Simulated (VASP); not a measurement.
# HPb32Se32 (a cell with a defect) in VASP: single point with PBEsol

Aim: the single point of HPb32Se32 (a cell with a defect) with PBEsol.

Everything below comes from runs of VASP 6.6.1. Logs are shortened: lines on timing, memory, paths and dates and some standing lists are left out, and cuts for length are marked.

## (1) The cell of the first run

The cell holds a defect, 65 atoms: a = 12.200 Å, b = 12.200 Å, c = 12.200 Å, α = 90.00°, β = 90.00°, γ = 90.00°.

## (2) Single point, PBEsol

The input, INCAR:

```
SYSTEM = HPb32Se32
PREC = Accurate
ENCUT = 400
EDIFF = 1E-6
ISMEAR = -1
SIGMA = 0.05
LREAL = Auto
LASPH = .True.
NELM = 120
ALGO = Normal
ISIF = 2
LWAVE = .False.
LCHARG = .False.
GGA = PS
NELECT = 640.0
ISYM = -1
NBANDS = 358
GGA_COMPAT = .False.
```

The input, KPOINTS:

```
explicit points
1
Reciprocal
  0.25000000   0.25000000   0.25000000 1
```

The input, POSCAR:

```
HPb32Se32
1.0
   12.2000000000      0.0000000000      0.0000000000
    0.0000000000     12.2000000000      0.0000000000
    0.0000000000      0.0000000000     12.2000000000
Se Pb H
32 32 1
Direct
    0.2489400000      0.9992770000      0.9978160000
    0.2473580000      0.9921650000      0.4979840000
    0.2512550000      0.4988750000      0.9978980000
    0.2609950000      0.4891240000      0.4978950000
    0.7486230000      0.0015060000      0.9979170000
    0.7460710000      0.0040990000      0.4979120000
    0.7508520000      0.5011910000      0.9979920000
    0.7579540000      0.5028050000      0.4978170000
    0.9987660000      0.2501720000      0.9978940000
    0.9917580000      0.2501570000      0.4980160000
    0.0000250000      0.7501030000      0.9979050000
    0.0009060000      0.7492110000      0.4979040000
    0.4986960000      0.2514300000      0.9979040000
    0.4938930000      0.2562000000      0.4979180000
    0.4999590000      0.7513620000      0.9978930000
    0.4999740000      0.7583990000      0.4977550000
    0.9979040000      0.9996240000      0.2482750000
    0.9987420000      0.0004870000      0.7474050000
    0.0015680000      0.4991080000      0.2487930000
    0.0022810000      0.5000490000      0.7479020000
    0.4975780000      0.0020770000      0.2487520000
    0.4985870000      0.0029370000      0.7472760000
    0.5016350000      0.5016510000      0.2499190000
    0.5025270000      0.5025920000      0.7474330000
    0.2475310000      0.2476120000      0.2483020000
    0.2485100000      0.2484960000      0.7458280000
    0.2500790000      0.7478540000      0.2479050000
    0.2510260000      0.7485590000      0.7470180000
    0.7471900000      0.2515600000      0.2485710000
    0.7480730000      0.2525590000      0.7470840000
    0.7496430000      0.7514030000      0.2483970000
    0.7505060000      0.7522350000      0.7475260000
    0.9983170000      0.9993590000      0.9975680000
    0.9938940000      0.9960060000      0.4974630000
    0.0019050000      0.5008390000      0.9986070000
    0.0082700000      0.5014980000      0.4986400000
    0.4986400000      0.0006070000      0.9976840000
    0.4937000000      0.9968350000      0.4974310000
    0.5014450000      0.5025800000      0.9992560000
    0.5164470000      0.5226490000      0.4997980000
    0.2475520000      0.2486980000      0.9966080000
    0.2275670000      0.2337410000      0.4960090000
    0.2492960000      0.7482380000      0.9972110000
    0.2486170000      0.7419100000      0.4971870000
    0.7495180000      0.2514900000      0.9981480000
    0.7533020000      0.2564730000      0.4984290000
    0.7507660000      0.7518140000      0.9982340000
    0.7541270000      0.7562810000      0.4983280000
    0.2471800000      0.9968810000      0.2456380000
    0.2482330000      0.9980440000      0.7492310000
    0.2517980000      0.4975720000      0.2478730000
    0.2525710000      0.4983410000      0.7479860000
    0.7477610000      0.0012730000      0.2471390000
    0.7488440000      0.0023960000      0.7486850000
    0.7520760000      0.5019210000      0.2465910000
    0.7532750000      0.5029640000      0.7501920000
    0.9970220000      0.2492890000      0.2443970000
    0.9985970000      0.2503730000      0.7512520000
    0.9996580000      0.7490810000      0.2463850000
    0.0010710000      0.7504560000      0.7494230000
    0.4977270000      0.2515220000      0.2423990000
    0.4986000000      0.2524300000      0.7534810000
    0.4997620000      0.7515290000      0.2445370000
    0.5008360000      0.7531400000      0.7514080000
    0.4046680000      0.3455850000      0.4981200000
```

Potentials or basis: VASP PAW PBE potentials, release 64 (Se, Pb_d, H).

Started as:

```sh
$ cat potpaw_PBE.64/Se/POTCAR potpaw_PBE.64/Pb_d/POTCAR potpaw_PBE.64/H/POTCAR > POTCAR
$ mpirun -np 1 vasp_std > vasp.out
```

OUTCAR:

```text
SYSTEM = HPb32Se32
   PREC = Accurate
   ENCUT = 400
   EDIFF = 1E-6
   ISMEAR = -1
   LREAL = Auto
   LASPH = .True.
   NELM = 120
   ISIF = 2
   GGA = PS
   NELECT = 640.0
   ISYM = -1

 ion  position               nearest neighbor table
   1  0.249  0.999  0.998-  49 3.02  50 3.03  41 3.04  37 3.05  33 3.06  43 3.06
   2  0.247  0.992  0.498-  42 2.96  38 3.01  44 3.05  50 3.07  49 3.08  34 3.09
   3  0.251  0.499  0.998-  35 3.04  43 3.04  52 3.05  51 3.05  41 3.05  39 3.05
   4  0.261  0.489  0.498-  51 3.05  52 3.05  36 3.09  44 3.09  42 3.14  40 3.14
   5  0.749  0.002  0.998-  53 3.04  54 3.04  47 3.05  33 3.05  37 3.05  45 3.05
   6  0.746  0.004  0.498-  48 3.02  34 3.03  54 3.06  53 3.06  38 3.08  46 3.08
   7  0.751  0.501  0.998-  56 3.02  55 3.03  39 3.04  45 3.05  47 3.06  35 3.06
   8  0.758  0.503  0.498-  40 2.96  46 3.01  36 3.05  55 3.07  56 3.08  48 3.09
   9  0.999  0.250  0.998-  57 3.01  58 3.01  41 3.04  45 3.04  35 3.06  33 3.06
  10  0.992  0.250  0.498-  42 2.88  46 2.91  36 3.07  58 3.09  57 3.09  34 3.10
  11  0.000  0.750  0.998-  59 3.03  60 3.03  33 3.04  47 3.04  35 3.04  43 3.04
  12  0.001  0.749  0.498-  48 3.01  34 3.01  44 3.02  36 3.02  59 3.07  60 3.07
  13  0.499  0.251  0.998-  62 2.98  61 2.98  45 3.06  37 3.06  41 3.06  39 3.06
  14  0.494  0.256  0.498-  65 1.54  61 3.12  62 3.12  38 3.16  46 3.16  42 3.26  40 3.26
  15  0.500  0.751  0.998-  64 3.01  63 3.01  39 3.04  37 3.04  43 3.06  47 3.06
  16  0.500  0.758  0.498-  40 2.88  38 2.91  44 3.07  63 3.09  64 3.10  48 3.10
  17  0.998  1.000  0.248-  34 3.04  49 3.04  57 3.05  53 3.05  59 3.06  33 3.06
  18  0.999  0.000  0.747-  50 3.04  54 3.05  58 3.05  34 3.05  60 3.05  33 3.05
  19  0.002  0.499  0.249-  55 3.04  57 3.05  36 3.05  59 3.05  35 3.05  51 3.05
  20  0.002  0.500  0.748-  56 3.04  36 3.04  58 3.05  52 3.05  60 3.06  35 3.06
[... 11 lines left out ...]
  32  0.751  0.752  0.748-  48 3.04  56 3.04  64 3.05  54 3.05  60 3.06  47 3.06
  33  0.998  0.999  0.998-  11 3.04   5 3.05  18 3.05   1 3.06  17 3.06   9 3.06
  34  0.994  0.996  0.497-  12 3.01   6 3.03  17 3.04  18 3.05   2 3.09  10 3.10  42 4.07  48 4.14

  35  0.002  0.501  0.999-  11 3.04   3 3.04  19 3.05   9 3.06  20 3.06   7 3.06
  36  0.008  0.501  0.499-  12 3.02  20 3.04  19 3.05   8 3.05  10 3.07   4 3.09
  37  0.499  0.001  0.998-  15 3.04   1 3.05   5 3.05  22 3.06  13 3.06  21 3.06
  38  0.494  0.997  0.497-  16 2.91   2 3.01  21 3.03  22 3.05   6 3.08  14 3.16
  39  0.501  0.503  0.999-  15 3.04   7 3.04   3 3.05  23 3.06  13 3.06  24 3.07
  40  0.516  0.523  0.500-  16 2.88   8 2.96  24 3.04  23 3.06   4 3.14  14 3.26  48 4.07
  41  0.248  0.249  0.997-   9 3.04   1 3.04   3 3.05  26 3.06  13 3.06  25 3.07
  42  0.228  0.234  0.496-  10 2.88   2 2.96  25 3.04  26 3.06   4 3.14  14 3.26  34 4.07
  43  0.249  0.748  0.997-  11 3.04   3 3.04  28 3.05  15 3.06  27 3.06   1 3.06
  44  0.249  0.742  0.497-  12 3.02  27 3.04  28 3.05   2 3.05  16 3.07   4 3.09
  45  0.750  0.251  0.998-   9 3.04   7 3.05   5 3.05  29 3.06  13 3.06  30 3.06
  46  0.753  0.256  0.498-  10 2.91   8 3.01  30 3.03  29 3.05   6 3.08  14 3.16
  47  0.751  0.752  0.998-  11 3.04   5 3.05  31 3.05   7 3.06  32 3.06  15 3.06
  48  0.754  0.756  0.498-  12 3.01   6 3.02  32 3.04  31 3.05   8 3.09  16 3.10  40 4.07  34 4.14

  49  0.247  0.997  0.246-   1 3.02  27 3.04  17 3.04  21 3.06  25 3.06   2 3.08
  50  0.248  0.998  0.749-   1 3.03  18 3.04  28 3.04  22 3.05  26 3.06   2 3.07
  51  0.252  0.498  0.248-  23 3.05   3 3.05  25 3.05  19 3.05  27 3.05   4 3.05
  52  0.253  0.498  0.748-  26 3.05   3 3.05  24 3.05  28 3.05  20 3.05   4 3.05
  53  0.748  0.001  0.247-   5 3.04  31 3.05  17 3.05  21 3.05  29 3.05   6 3.06
  54  0.749  0.002  0.749-   5 3.04  18 3.05  32 3.05  30 3.05  22 3.05   6 3.06
[... 8 lines left out ...]
  63  0.500  0.752  0.245-  15 3.01  27 3.05  31 3.05  23 3.05  21 3.06  16 3.09
  64  0.501  0.753  0.751-  15 3.01  32 3.05  22 3.05  28 3.05  24 3.06  16 3.10
  65  0.405  0.346  0.498-  14 1.54

IMPORTANT INFORMATION: All symmetrisations will be switched off!
NOSYMM: (Re-)initialisation of all symmetry stuff for point group C_1.

----------------------------------------------------------------------------------------

                                     Primitive cell

  volume of cell :    1815.8480

  direct lattice vectors                    reciprocal lattice vectors
    12.200000000  0.000000000  0.000000000     0.081967213  0.000000000  0.000000000
     0.000000000 12.200000000  0.000000000     0.000000000  0.081967213  0.000000000
     0.000000000  0.000000000 12.200000000     0.000000000  0.000000000  0.081967213

  length of vectors
    12.200000000 12.200000000 12.200000000     0.081967213  0.081967213  0.081967213

  position of ions in fractional coordinates (direct lattice)
     0.248940000  0.999277000  0.997816000
     0.247358000  0.992165000  0.497984000
     0.251255000  0.498875000  0.997898000
     0.260995000  0.489124000  0.497895000
     0.748623000  0.001506000  0.997917000
     0.746071000  0.004099000  0.497912000
[... 57 lines left out ...]
     0.500836000  0.753140000  0.751408000
     0.404668000  0.345585000  0.498120000

  ion indices of the primitive-cell ions
   primitive index   ion index
                 1           1
                 2           2
                 3           3
                 4           4
                 5           5
                 6           6
[... 57 lines left out ...]
                64          64
                65          65

----------------------------------------------------------------------------------------

 KPOINTS: explicit points

Read explicit list of k-points.

 Found      1 k-points:

 Following reciprocal coordinates:
            Coordinates               Weight
  0.250000  0.250000  0.250000      1.000000
   k-points           NKPTS =      1   k-points in BZ     NKDIM =      1   number of bands    NBANDS=    358
   number of dos      NEDOS =    301   number of ions     NIONS =     65
   total plane-waves  NPLWV = 512000
   dimension x,y,z NGX =    80 NGY =   80 NGZ =   80
   dimension x,y,z NGXF=   160 NGYF=  160 NGZF=  160
   ions per type =              32  32   1
   NGX,Y,Z   is equivalent  to a cutoff of  10.90, 10.90, 10.90 a.u.
   NGXF,Y,Z  is equivalent  to a cutoff of  21.80, 21.80, 21.80 a.u.
 SYSTEM =  HPb32Se32
   PREC   = accura    normal or accurate (medium, high low for compatibility)
   ISTART =      0    job   : 0-new  1-cont  2-samecut
   ICHARG =      2    charge: 1-file 2-atom 10-const
   ISPIN  =      1    spin polarized calculation?
   LNONCOLLINEAR =      F non collinear calculations
   LSORBIT =      F    spin-orbit coupling
   LASPH  =      T    aspherical Exc in radial PAW
   ENCUT  =  400.0 eV  29.40 Ry    5.42 a.u.  19.90 19.90 19.90*2*pi/ulx,y,z
   NELM   =    120;   NELMIN=  2; NELMDL= -5     # of ELM steps
   EDIFF  = 0.1E-05   stopping-criterion for ELM
   LREAL  =      T    real-space projection
   EDIFFG = 0.1E-04   stopping-criterion for IOM
   NSW    =      0    number of steps for IOM
   IBRION =     -1    ionic relax: 0-MD 1-quasi-New 2-CG
   NFREE  =      0    steps in history (QN), initial steepest desc. (CG)
   ISIF   =      2    stress and relaxation
   ISYM   =     -1    0-nonsym 1-usesym 2-fastsym
   POTIM  = 0.5000    time-step for ionic-motion
   TEBEG  =    0.0;   TEEND  =   0.0 temperature during run
   PSTRESS=    0.0 pullay stress
   NELECT =     640.0000    total number of electrons
   NUPDOWN=      -1.0000    fix difference up-down
   EMIN   =  10.00;   EMAX   =-10.00  energy-range for DOS
   EFERMI =   0.00;   METHOD = LEGACY
   ISMEAR =    -1;   SIGMA  =   0.05  broadening in eV -4-tet -1-fermi 0-gaus
   EFERMI_NEDOS =   21; number of points for ismear=-14 and -15
   IALGO  =     38    algorithm
   IMIX   =      4    mixing-type and parameters
     AMIX     =   0.40;   BMIX     =  1.00
     AMIX_MAG =   1.60;   BMIX_MAG =  1.00
  volume/ion in A,a.u.               =      27.94       188.52
  Fermi-wavevector in a.u.,A,eV,Ry     =   1.156401  2.185280 18.194560  1.337262
  Thomas-Fermi vector in A             =   2.293021
   LORBIT       =      0    0 simple, 1 ext, 2 COOP (PROOUT), +10 PAW based schemes
   GGA     = PS    functional components
   LHFCALC =     F    Hartree Fock is set to
   AEXX    =    0.0000 exact exchange contribution
   IVDW    =     0    specifies the selected vdW correction
   LEPSILON=     F    determine dielectric tensor
   LRPA    =     F    only Hartree local field effects (RPA)
 non-spin polarized calculation
  energy-cutoff  :      400.00
  volume of cell :     1815.85
 maximum number of plane-waves:     33005
 NGX is ok and might be reduce to    80
   NGX = 39   NGY = 39   NGZ = 39

 number of electron     639.9999975 magnetization

 Free energy of the ion-electron system (eV)
  ---------------------------------------------------
  ext. energy  EPLUGINS =         0.00000000
  ---------------------------------------------------
  free energy    TOTEN  =      -293.42344744 eV

  energy without entropy =     -293.42343698  energy(sigma->0) =     -293.42344221

 E-fermi :   5.2783     XC(G=0):  -9.7648

 val. band max:        4.6032564049   @ k =   0.2500   0.2500   0.2500
 cond. band min:       5.9060821552   @ k =   0.2500   0.2500   0.2500
 fundamental gap:      1.3028257503
 Fermi energy:         5.2783458988

 k-point     1 :       0.2500    0.2500    0.2500
  band No.  band energies     occupation
      1     -11.9480      2.00000
      2     -11.9230      2.00000
      3     -11.9017      2.00000
      4     -11.8849      2.00000
      5     -11.8790      2.00000
      6     -11.8665      2.00000
[... 324 lines left out ...]
    331       6.6998      0.00000
    332       6.7090      0.00000
 [bands above 332 left out]

------------------------ aborting loop because EDIFF is reached ----------------------------------------

  FORCE on cell =-STRESS in cart. coord.  units (eV):
  Direction    XX          YY          ZZ          XY          YZ          ZX
  --------------------------------------------------------------------------------------
  -------------------------------------------------------------------------------------
  Total       -7.7592070     -7.7580121     -8.5816070      1.5464852     -0.1155009     -0.1506387
  in kB       -6.8461818     -6.8451275     -7.5718101      1.3645105     -0.1019099     -0.1329130
  external PRESSURE =      -7.0877065 kB  Pullay stress =       0.0000000 kB

 VOLUME and BASIS-vectors are now :
 -----------------------------------------------------------------------------
  energy-cutoff  :      400.00
  volume of cell :     1815.85
      direct lattice vectors                 reciprocal lattice vectors
    12.200000000  0.000000000  0.000000000     0.081967213  0.000000000  0.000000000
     0.000000000 12.200000000  0.000000000     0.000000000  0.081967213  0.000000000
     0.000000000  0.000000000 12.200000000     0.000000000  0.000000000  0.081967213

 POSITION                                       TOTAL-FORCE (eV/Angst)
 -----------------------------------------------------------------------------------
      3.03707     12.19118     12.17336         0.004403      0.003570      0.004636
      3.01777     12.10441      6.07540        -0.004331      0.003613     -0.005343
      3.06531      6.08627     12.17436        -0.006013      0.005890      0.005393
      3.18414      5.96731      6.07432        -0.004024      0.005021      0.001894
      9.13320      0.01837     12.17459         0.002462     -0.000058      0.001825
      9.10207      0.05001      6.07453        -0.001913      0.002217     -0.005167
[... 57 lines left out ...]
      6.11020      9.18831      9.16718        -0.000093     -0.001612     -0.001891
      4.93695      4.21614      6.07706        -0.028516      0.028119     -0.002767
 -----------------------------------------------------------------------------------
    total drift:                               -0.022280      0.006934      0.113014

  FREE ENERGIE OF THE ION-ELECTRON SYSTEM (eV)
  ---------------------------------------------------
  free  energy   TOTEN  =      -293.4234474370 eV

  energy  without entropy=     -293.4234369789  energy(sigma->0) =     -293.42344221
```

Run time: 8.2 min. Hardware: 1 thread of Intel Xeon 6975P-C (Granite Rapids), shared host; peak memory 1.1 GiB.

What came out:

```yaml
Free_energy: -293.4234 eV
Largest_force: 0.040 eV/Å
```

Forces on the atoms (eV/Å):
```
Se   0.004  0.004  0.005
Se  -0.004  0.004 -0.005
Se  -0.006  0.006  0.005
Se  -0.004  0.005  0.002
Se   0.002  0.000  0.002
Se  -0.002  0.002 -0.005
Se  -0.003 -0.007  0.003
Se  -0.001  0.007 -0.007
Se   0.006 -0.002  0.007
Se  -0.009 -0.002  0.003
Se   0.000  0.003  0.005
Se  -0.004  0.005  0.008
Se   0.001  0.000  0.003
Se   0.028 -0.028 -0.002
Se   0.001 -0.003  0.005
Se   0.002  0.008  0.006
Se   0.006  0.006  0.002
Se   0.001 -0.003  0.002
Se  -0.011  0.005  0.008
Se  -0.004 -0.001  0.000
Se   0.001  0.001  0.001
Se   0.000 -0.001 -0.001
Se  -0.005 -0.007  0.002
Se   0.002 -0.002 -0.001
Se   0.001  0.000  0.003
Se   0.000  0.000 -0.003
Se  -0.001  0.002  0.002
Se  -0.001  0.000 -0.003
Se   0.002 -0.002 -0.002
Se  -0.001  0.000 -0.004
Se   0.005 -0.008  0.007
Se   0.002 -0.002 -0.001
Pb   0.002  0.001  0.000
Pb   0.004  0.002 -0.001
Pb   0.000 -0.001 -0.001
Pb   0.003 -0.002 -0.002
Pb   0.000  0.000  0.000
Pb   0.001  0.001 -0.001
Pb  -0.001 -0.002 -0.002
Pb  -0.007 -0.007  0.000
Pb   0.002  0.001 -0.002
Pb   0.006  0.006 -0.002
Pb   0.001 -0.001  0.000
Pb   0.002 -0.004 -0.001
Pb   0.000  0.000  0.001
Pb  -0.001 -0.001 -0.001
Pb   0.000 -0.002 -0.001
Pb  -0.001 -0.004  0.000
Pb   0.001 -0.002 -0.002
Pb   0.001  0.001 -0.001
Pb   0.000  0.001 -0.004
Pb  -0.001  0.000  0.001
Pb   0.000  0.001 -0.001
Pb   0.002 -0.001 -0.001
Pb   0.002 -0.002 -0.001
Pb   0.000 -0.001 -0.001
Pb   0.000  0.001 -0.001
Pb   0.002  0.000 -0.002
Pb   0.002 -0.001 -0.002
Pb   0.000 -0.001  0.000
Pb  -0.001  0.000 -0.010
Pb   0.001  0.000  0.003
Pb   0.000  0.000 -0.001
Pb   0.000 -0.002 -0.002
H   -0.029  0.028 -0.003
```

Levels at points of the mesh, in eV from the Fermi level:
```
           k point  band 318  band 319  band 320  band 321  band 322  band 323
(0.25, 0.25, 0.25)     -0.69     -0.69     -0.68      0.63      0.80      0.89
```

Caveat: the cell carries a net charge on a neutralising background, which shifts energy and pressure; the cell is charged against a uniform background, so pressure and absolute levels hang on convention; the PAW data sets were made with another functional, which shifts forces and pressure a little; spin-orbit coupling is left out, which moves the levels of the heavy elements.
